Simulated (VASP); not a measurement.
Write the native input for VASP 6.6.1 that does the following.

* Task: single point
* Functional: PBE
* Potentials or basis: VASP PAW PBE potentials, release 64 (Al, Ga_d, Sb)
* Cutoff: 520 eV
* k mesh: 4 × 4 × 4
* Occupations: gaussian, width 0.1 eV
* Spin: no spin polarisation
* Dipole correction: no
* Further INCAR settings: ALGO = Normal; EDIFF = 1e-07; NBANDS = 31

The structure of Al3GaSb4 lies in POSCAR:

```
Al3GaSb4
1.0
    6.2247750000      0.0000000000      0.0000000000
    0.0000000000      6.2247750000      0.0000000000
    0.0000000000      0.0000000000      6.2247750000
Al Ga Sb
3 1 4
Direct
    0.5000000000      0.0000000000      0.0000000000
    0.0000000000      0.0000000000      0.5000000000
    0.0000000000      0.5000000000      0.0000000000
    0.5000000000      0.5000000000      0.5000000000
    0.2499050000      0.7500950000      0.2499050000
    0.2499050000      0.2499050000      0.7500950000
    0.7500950000      0.7500950000      0.7500950000
    0.7500950000      0.2499050000      0.2499050000
```

One way to write it, as run:

INCAR

```
SYSTEM = Al3GaSb4
PREC     = Accurate       ! precision mode
ENCUT    = 520            ! plane-wave cutoff, eV
EDIFF    = 1E-7           ! SCF threshold, eV
ISMEAR   = 0              ! smearing method
SIGMA    = 0.1            ! smearing width, eV
LREAL    = .FALSE.        ! projectors in reciprocal space
LASPH    = .TRUE.         ! aspherical terms in the spheres
NELM     = 80             ! most SCF steps
ALGO     = Normal         ! electronic algorithm
ISIF     = 2              ! what is computed and relaxed
LWAVE    = .FALSE.        ! write WAVECAR
LCHARG   = .FALSE.        ! write CHGCAR
GGA      = PE             ! functional
NBANDS   = 31             ! bands
```

KPOINTS

```
regular mesh
0
G
  4 4 4
  0 0 0
```

Potentials or basis: VASP PAW PBE potentials, release 64 (Al, Ga_d, Sb).

Run with:

```bash
$ cat potpaw_PBE.64/Al/POTCAR potpaw_PBE.64/Ga_d/POTCAR potpaw_PBE.64/Sb/POTCAR > POTCAR
$ mpirun -np 1 vasp_std > vasp.out
```

Results of the run:

The pressure is 0.1 GPa, the largest force is 0.011 eV/Å and the band gap on the k mesh is 0.40 eV (least direct gap 0.61 eV).

Caveat: spin-orbit coupling is left out, which moves the levels of the heavy elements.

Wall time 39 s on 1 thread of Intel(R) Xeon(R) 6975P-C (Granite Rapids), with other jobs on the host, peak memory 0.35 GiB.
